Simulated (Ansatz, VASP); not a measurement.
# CaO3 in VASP and in Ansatz

```xyz
4
Lattice="4.4768 0.0000 0.0000 -2.2384 3.8770 0.0000 0.0000 0.0000 4.9394" Properties=species:S:1:pos:R:3 pbc="T T T"
Ca    0.0000    0.0000    0.0000
O     2.2384    0.0000    0.0000
O    -1.1192    1.9385    0.0000
O     1.1192    1.9385    0.0000
```

Alike in both runs: functional PBE; k mesh 6 × 6 × 6; occupations gaussian, width 0.1 eV; no spin polarisation.

Ansatz relaxed the structure, and its values are those at the end. VASP's run is a single point on that final structure, the one shown.

|  | VASP | Ansatz |
| --- | --- | --- |
| version | VASP 6.6.1 | Ansatz 0.2.0 |
| potentials or method | VASP PAW PBE potentials, release 64 (Ca_sv, O), cutoff 520 eV | scalar-relativistic, plane waves, PAW |
| valence electrons in the cell | 28 | 28 |

Ansatz gave:

| Quantity | Value |
| --- | --- |
| gap on the k mesh at the Fermi level (eV) | none |
| pressure (GPa) | 0.1 |

Task: Estimate VASP's values.

Result: gap on the k mesh at the Fermi level (eV): none; pressure (GPa): 0.4.

A gap of «none» marks a metal or a gap that the smearing closes. The functional is the same, so the differences come from potentials, cutoffs and numerics.
